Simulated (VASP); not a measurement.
# MgO (P-6m2) in VASP: settings compared

The runs below take MgO through single point, with BLYP, LDA.

Program: VASP 6.6.1. These are calculated values, not measurements. Logs are shortened: lines on timing, memory, paths and dates and some standing lists are left out, and cuts for length are marked.

## Step 1: The cell of the first run

It takes space group P-6m2 (No. 187, hexagonal). Conventional cell: a = 2.938 Å, b = 2.938 Å, c = 2.680 Å, α = 90.00°, β = 90.00°, γ = 120.00°. Mg (site symmetry -6m2) has 6 O at 2.16 Å and 2 Mg at 2.68 Å within 2.9 Å. Within 2.9 Å of O (site symmetry -6m2) lie 6 Mg at 2.16 Å and 2 O at 2.68 Å.

## Step 2: Single point, BLYP

Input file INCAR:

```
PREC = Accurate ; ENCUT = 520
EDIFF = 1E-6 ; ISMEAR = 0
SIGMA = 0.01 ; LREAL = False
LASPH = True ; NELM = 60
ALGO = Normal ; ISIF = 2
LWAVE = False ; LCHARG = True
GGA = B5 ; ALDAX = 1.0
AGGAX = 1.0 ; AGGAC = 1.0
ALDAC = 0.0 ; LELF = True
LVHAR = True ; NBANDS = 11
```

Input file KPOINTS:

```
regular mesh
0
Gamma
  12 12 8
```

Input file POSCAR:

```
MgO
1.0
    2.9380209000      0.0000000000      0.0000000000
   -1.4690104500      2.5444007400      0.0000000000
    0.0000000000      0.0000000000      2.6796800000
Mg O
1 1
Direct
    0.0000000000      0.0000000000      0.0000000000
    0.3333333333      0.6666666667      0.5000000000
```

Potentials or basis: VASP PAW PBE potentials, release 64 (Mg, O).

Command:

```
cat potpaw_PBE.64/Mg/POTCAR potpaw_PBE.64/O/POTCAR > POTCAR
mpirun -np 1 vasp_std > vasp.out
```

OUTCAR:

```text
PREC = Accurate
   ENCUT = 520
   EDIFF = 1E-6
   ISMEAR = 0
   LREAL = False
   LASPH = True
   NELM = 60
   ISIF = 2
   GGA = B5

 ion  position               nearest neighbor table
   1  0.000  0.000  0.000-   2 2.16   2 2.16   2 2.16   2 2.16   2 2.16   2 2.16
   2  0.333  0.667  0.500-   1 2.16   1 2.16   1 2.16   1 2.16   1 2.16   1 2.16

  LATTYP: Found a hexagonal cell.
 ALAT       =     2.9380209000
 C/A-ratio  =     0.9120697542

  Lattice vectors:

 A1 = (   2.9380209000,   0.0000000000,   0.0000000000)
 A2 = (  -1.4690104500,   2.5444007400,   0.0000000000)
 A3 = (   0.0000000000,   0.0000000000,   2.6796800000)

Analysis of symmetry for initial positions (statically):
=====================================================================
 Subroutine PRICEL returns:
 Original cell was already a primitive cell.

 Routine SETGRP: Setting up the symmetry group for a
 hexagonal supercell.

 Subroutine GETGRP returns: Found 12 space group operations
 (whereof 12 operations were pure point group operations)
 out of a pool of 24 trial point group operations.

The static configuration has the point symmetry D_3h.

Analysis of symmetry for dynamics (positions and initial velocities):
=====================================================================
 Subroutine PRICEL returns:
 Original cell was already a primitive cell.

 Routine SETGRP: Setting up the symmetry group for a
 hexagonal supercell.

 Subroutine GETGRP returns: Found 12 space group operations
 (whereof 12 operations were pure point group operations)
 out of a pool of 24 trial point group operations.

The dynamic configuration has the point symmetry D_3h.

 Subroutine INISYM returns: Found 12 space group operations
 (whereof 12 operations are pure point group operations),
 and found     1 'primitive' translations

----------------------------------------------------------------------------------------

                                     Primitive cell

  volume of cell :      20.0320

  direct lattice vectors                    reciprocal lattice vectors
     2.938020900  0.000000000  0.000000000     0.340365176  0.196509926  0.000000000
    -1.469010450  2.544400740  0.000000000     0.000000000  0.393019851  0.000000000
     0.000000000  0.000000000  2.679680000     0.000000000  0.000000000  0.373178887

  length of vectors
     2.938020900  2.938020903  2.679680000     0.393019852  0.393019851  0.373178887

  position of ions in fractional coordinates (direct lattice)
     0.000000000  0.000000000  0.000000000
     0.333333333  0.666666667  0.500000000

  ion indices of the primitive-cell ions
   primitive index   ion index
                 1           1
                 2           2

----------------------------------------------------------------------------------------

 KPOINTS: regular mesh

Automatic generation of k-mesh.
 Grid dimensions read from file:
 generate k-points for:   12   12    8

 Generating k-lattice:

  Cartesian coordinates                     Fractional coordinates (reciprocal lattice)
     0.028363765  0.016375827  0.000000000     0.083333333  0.000000000  0.000000000
     0.000000000  0.032751654  0.000000000     0.000000000  0.083333333  0.000000000
     0.000000000  0.000000000  0.046647361     0.000000000  0.000000000  0.125000000

  Length of vectors
     0.032751654  0.032751654  0.046647361

  Shift w.r.t. Gamma in fractional coordinates (k-lattice)
     0.000000000  0.000000000  0.000000000

 Subroutine IBZKPT returns following result:
 ===========================================

 Found     95 irreducible k-points:

 Following reciprocal coordinates:
            Coordinates               Weight
  0.000000  0.000000  0.000000      1.000000
  0.083333 -0.000000  0.000000      6.000000
  0.166667 -0.000000  0.000000      6.000000
  0.250000 -0.000000  0.000000      6.000000
  0.333333  0.000000  0.000000      6.000000
  0.416667  0.000000  0.000000      6.000000
[... 16 lines left out ...]
  0.250000 -0.000000  0.125000     12.000000
  0.333333  0.000000  0.125000     12.000000
 [... further k-points ...]
   k-points           NKPTS =     95   k-points in BZ     NKDIM =     95   number of bands    NBANDS=     11
   number of dos      NEDOS =    301   number of ions     NIONS =      2
   total plane-waves  NPLWV =  11520
   dimension x,y,z NGX =    24 NGY =   24 NGZ =   20
   dimension x,y,z NGXF=    48 NGYF=   48 NGZF=   40
   ions per type =               1   1
   NGX,Y,Z   is equivalent  to a cutoff of  13.58, 13.58, 12.41 a.u.
   NGXF,Y,Z  is equivalent  to a cutoff of  27.16, 27.16, 24.82 a.u.
 SYSTEM =  unknown system
   PREC   = accura    normal or accurate (medium, high low for compatibility)
   ISTART =      0    job   : 0-new  1-cont  2-samecut
   ICHARG =      2    charge: 1-file 2-atom 10-const
   ISPIN  =      1    spin polarized calculation?
   LNONCOLLINEAR =      F non collinear calculations
   LSORBIT =      F    spin-orbit coupling
   LASPH  =      T    aspherical Exc in radial PAW
   ENCUT  =  520.0 eV  38.22 Ry    6.18 a.u.   5.46  5.46  4.98*2*pi/ulx,y,z
   NELM   =     60;   NELMIN=  2; NELMDL= -5     # of ELM steps
   EDIFF  = 0.1E-05   stopping-criterion for ELM
   LREAL  =      F    real-space projection
   EDIFFG = 0.1E-04   stopping-criterion for IOM
   NSW    =      0    number of steps for IOM
   IBRION =     -1    ionic relax: 0-MD 1-quasi-New 2-CG
   NFREE  =      0    steps in history (QN), initial steepest desc. (CG)
   ISIF   =      2    stress and relaxation
   ISYM   =      2    0-nonsym 1-usesym 2-fastsym
   POTIM  = 0.5000    time-step for ionic-motion
   TEBEG  =    0.0;   TEEND  =   0.0 temperature during run
   PSTRESS=    0.0 pullay stress
   NELECT =       8.0000    total number of electrons
   NUPDOWN=      -1.0000    fix difference up-down
   EMIN   =  10.00;   EMAX   =-10.00  energy-range for DOS
   EFERMI =   0.00;   METHOD = LEGACY
   ISMEAR =     0;   SIGMA  =   0.01  broadening in eV -4-tet -1-fermi 0-gaus
   EFERMI_NEDOS =   21; number of points for ismear=-14 and -15
   IALGO  =     38    algorithm
   IMIX   =      4    mixing-type and parameters
     AMIX     =   0.40;   BMIX     =  1.00
     AMIX_MAG =   1.60;   BMIX_MAG =  1.00
  volume/ion in A,a.u.               =      10.02        67.59
  Fermi-wavevector in a.u.,A,eV,Ry     =   1.205583  2.278221 19.775115  1.453430
  Thomas-Fermi vector in A             =   2.341275
   LORBIT       =      0    0 simple, 1 ext, 2 COOP (PROOUT), +10 PAW based schemes
   GGA     = B5    functional components
   LHFCALC =     F    Hartree Fock is set to
   AEXX    =    0.0000 exact exchange contribution
   IVDW    =     0    specifies the selected vdW correction
   LEPSILON=     F    determine dielectric tensor
   LRPA    =     F    only Hartree local field effects (RPA)
 non-spin polarized calculation
 Gauss-broadening in eV      SIGMA  =   0.01
  energy-cutoff  :      520.00
  volume of cell :       20.03
 maximum number of plane-waves:       562
 NGX is ok and might be reduce to    24
   NGX = 11   NGY = 11   NGZ =  9

 number of electron       7.9999996 magnetization

 Free energy of the ion-electron system (eV)
  ---------------------------------------------------
  ext. energy  EPLUGINS =         0.00000000
  ---------------------------------------------------
  free energy    TOTEN  =       -10.66233263 eV

  energy without entropy =      -10.66233263  energy(sigma->0) =      -10.66233263

 E-fermi :   3.6901     XC(G=0): -10.2471

 val. band max:        3.6250969600   @ k =   0.3333   0.3333   0.0000
 cond. band min:       6.9197442626   @ k =   0.0000   0.0000   0.0000
 fundamental gap:      3.2946473026
 Fermi energy:         3.6900590148

 k-point     1 :       0.0000    0.0000    0.0000
  band No.  band energies     occupation
      1     -13.6864      2.00000
      2       3.0318      2.00000
      3       3.0318      2.00000
      4       3.2293      2.00000
      5       6.9197      0.00000
      6      15.8032      0.00000
      7      19.2744      0.00000
      8      19.2744      0.00000
      9      23.8695      0.00000
     10      24.5774      0.00000
     11      26.1684      0.00000

 k-point     2 :       0.0833   -0.0000    0.0000
  band No.  band energies     occupation
      1     -13.6260      2.00000
      2       2.5748      2.00000
      3       2.9801      2.00000
      4       3.2513      2.00000
      5       7.3585      0.00000
      6      15.8152      0.00000
      7      18.5780      0.00000
      8      19.4529      0.00000
      9      24.4573      0.00000
     10      24.6842      0.00000
     11      26.2840      0.00000

 k-point     3 :       0.1667   -0.0000    0.0000
  band No.  band energies     occupation
      1     -13.4558      2.00000
      2       1.6025      2.00000
      3       2.8426      2.00000
      4       3.3124      2.00000
      5       8.2814      0.00000
      6      15.5598      0.00000
      7      17.7829      0.00000
      8      19.9257      0.00000
      9      24.1158      0.00000
     10      24.8405      0.00000
     11      26.6773      0.00000

 k-point     4 :       0.2500   -0.0000    0.0000
  band No.  band energies     occupation
      1     -13.2101      2.00000
      2       0.5606      2.00000
      3       2.6630      2.00000
      4       3.3979      2.00000
      5       9.2489      0.00000
      6      14.8464      0.00000
      7      17.6601      0.00000
      8      20.5236      0.00000
      9      23.6208      0.00000
     10      24.5741      0.00000
     11      27.4727      0.00000

 k-point     5 :       0.3333    0.0000    0.0000
  band No.  band energies     occupation
      1     -12.9468      2.00000
      2      -0.3318      2.00000
      3       2.4921      2.00000
      4       3.4862      2.00000
      5      10.0192      0.00000
      6      14.2948      0.00000
      7      17.5402      0.00000
      8      21.0445      0.00000
      9      23.1014      0.00000
     10      24.7788      0.00000
     11      28.8046      0.00000
[... 211 lines left out ...]
 k-point    21 :       0.0833   -0.0000    0.1250
  band No.  band energies     occupation
      1     -13.4925      2.00000
      2       2.1397      2.00000
      3       2.7829      2.00000
      4       3.0494      2.00000
      5       8.1035      0.00000
      6      15.9024      0.00000
      7      18.8122      0.00000
      8      19.6414      0.00000
      9      23.7812      0.00000
     10      25.1716      0.00000
     11      25.3542      0.00000

 k-point    22 :       0.1667   -0.0000    0.1250
  band No.  band energies     occupation
      1     -13.3281      2.00000
      2       1.6087      2.00000
      3       2.5299      2.00000
      4       2.9114      2.00000
      5       8.8981      0.00000
      6      15.6544      0.00000
      7      18.0488      0.00000
      8      20.0595      0.00000
      9      22.5321      0.00000
     10      25.5687      0.00000
     11      26.2757      0.00000

 k-point    23 :       0.2500   -0.0000    0.1250
  band No.  band energies     occupation
      1     -13.0909      2.00000
      2       0.6721      2.00000
      3       2.6252      2.00000
      4       2.7311      2.00000
      5       9.7303      0.00000
      6      14.9569      0.00000
      7      17.9937      0.00000
      8      20.5412      0.00000
      9      21.4694      0.00000
     10      26.0728      0.00000
     11      26.8942      0.00000

 k-point    24 :       0.3333    0.0000    0.1250
  band No.  band energies     occupation
      1     -12.8369      2.00000
      2      -0.1781      2.00000
      3       2.5593      2.00000
      4       2.7682      2.00000
      5      10.3734      0.00000
      6      14.3381      0.00000
      7      17.9942      0.00000
      8      20.8961      0.00000
      9      20.9114      0.00000
     10      26.8580      0.00000
     11      27.4050      0.00000

 [... further k-points ...]

------------------------ aborting loop because EDIFF is reached ----------------------------------------

  FORCE on cell =-STRESS in cart. coord.  units (eV):
  Direction    XX          YY          ZZ          XY          YZ          ZX
  --------------------------------------------------------------------------------------
  -------------------------------------------------------------------------------------
  Total        0.2112018      0.2112018      0.0998222     -0.0000000     -0.0000000      0.0000000
  in kB       16.8921490     16.8921491      7.9838845     -0.0000000     -0.0000000      0.0000000
  external PRESSURE =      13.9227275 kB  Pullay stress =       0.0000000 kB

 VOLUME and BASIS-vectors are now :
 -----------------------------------------------------------------------------
  energy-cutoff  :      520.00
  volume of cell :       20.03
      direct lattice vectors                 reciprocal lattice vectors
     2.938020900  0.000000000  0.000000000     0.340365176  0.196509926  0.000000000
    -1.469010450  2.544400740  0.000000000     0.000000000  0.393019851  0.000000000
     0.000000000  0.000000000  2.679680000     0.000000000  0.000000000  0.373178887

 POSITION                                       TOTAL-FORCE (eV/Angst)
 -----------------------------------------------------------------------------------
      0.00000      0.00000      0.00000        -0.000000      0.000000      0.000000
     -0.00000      1.69627      1.33984         0.000000      0.000000      0.000000
 -----------------------------------------------------------------------------------
    total drift:                                0.000000     -0.000000     -0.000000

  FREE ENERGIE OF THE ION-ELECTRON SYSTEM (eV)
  ---------------------------------------------------
  free  energy   TOTEN  =       -10.6623326332 eV

  energy  without entropy=      -10.6623326332  energy(sigma->0) =      -10.66233263
```

Run time: 9 s. Hardware: 1 thread of Intel Xeon 6975P-C (Granite Rapids), shared host; peak memory 0.14 GiB.

Results:

```
Free energy            : -10.6623 eV
Pressure               : 1.4 GPa
Band gap on the k mesh : 3.29 eV, indirect (least direct gap 3.69 eV)
```

Stress tensor (GPa, compression positive):
```
1.69 0.00 0.00
0.00 1.69 0.00
0.00 0.00 0.80
```

Levels at points of the mesh, in eV from the valence-band top:
```csv
k point,band 1,band 2,band 3,band 4,band 5,band 6,band 7,band 8,band 9
"(0.00, 0.00, 0.00)",-17.31,-0.59,-0.59,-0.40,3.29,12.18,15.65,15.65,20.24
"(0.50, 0.00, 0.00)",-16.29,-4.77,-1.30,-0.05,6.92,10.65,13.31,17.85,18.94
"(0.00, 0.00, 0.50)",-16.25,-5.24,-0.09,-0.09,8.54,9.24,17.66,17.66,18.60
"(0.50, 0.00, 0.50)",-15.53,-3.65,-3.28,-0.81,6.13,11.65,14.02,15.06,15.26
```

Caveat: the PAW data sets were made with another functional, which shifts forces and pressure a little.

## Step 3: Single point, LDA

Input file INCAR:

```
ALGO = Normal
EDIFF = 1E-6
ENCUT = 520
GGA = CA
ISIF = 2
ISMEAR = 0
LASPH = T
LCHARG = F
LREAL = F
LWAVE = F
NBANDS = 11
NELM = 100
PREC = Accurate
SIGMA = 0.01
```

Input file KPOINTS:

```
k-points
0
Gamma
  12 12 8
```

POSCAR is that of step 2.

Potentials or basis: VASP PAW LDA potentials, release 64 (Mg, O).

Command:

```
cat potpaw_LDA.64/Mg/POTCAR potpaw_LDA.64/O/POTCAR > POTCAR
mpirun -np 1 vasp_std > vasp.out
```

Wall time 5.1 s (1 thread of Intel Xeon 6975P-C (Granite Rapids), shared host); peak memory 0.14 GiB.

It converged, with:

```yaml
Free_energy: -12.6758 eV
Pressure: -11.0 GPa
Band_gap_on_the_k_mesh: 2.94 eV, indirect (least direct gap 3.35 eV)
```

Stress tensor (GPa, compression positive):
```
-10.44   0.00   0.00
  0.00 -10.44   0.00
  0.00   0.00 -12.02
```

Levels at points of the mesh, in eV from the valence-band top:
```csv
k point,band 1,band 2,band 3,band 4,band 5,band 6,band 7,band 8
"(0.00, 0.00, 0.00)",-17.16,-0.61,-0.61,-0.41,2.94,11.63,15.29,15.29
"(0.50, 0.00, 0.00)",-16.07,-4.95,-1.33,-0.05,6.44,10.36,12.88,17.49
"(0.00, 0.00, 0.50)",-16.04,-5.43,-0.09,-0.09,8.15,8.86,17.30,17.30
"(0.50, 0.00, 0.50)",-15.28,-3.76,-3.40,-0.83,5.62,11.21,13.71,14.63
```
